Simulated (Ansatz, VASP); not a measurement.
One calculation of GaP, two programs

```
CELL_PARAMETERS angstrom
0.00000 2.58006 2.58006
2.58006 0.00000 2.58006
2.58006 2.58006 0.00000
ATOMIC_POSITIONS crystal
Ga 0.00000 0.00000 0.00000
P 0.50000 0.50000 0.50000
```

Alike in both runs: functional PBE; k mesh 14 × 14 × 14; occupations fermi-dirac, width 0.1 eV; no spin polarisation.

Ansatz relaxed the structure, and its values are those at the end. VASP's run is a single point on that final structure, the one shown.

|  | VASP | Ansatz |
| --- | --- | --- |
| version | VASP 6.6.1 | Ansatz 0.2.0 |
| potentials or method | VASP PAW PBE potentials, release 64 (Ga_d, P) | PAW with Ansatz's default frozen-core files, scalar-relativistic |
| plane-wave cutoff (eV) | 520 | 420 |
| valence electrons in the cell | 18 | 18 |

```csv
,VASP,Ansatz,Ansatz less VASP
pressure (GPa),0.1,0.0,-0.05
```
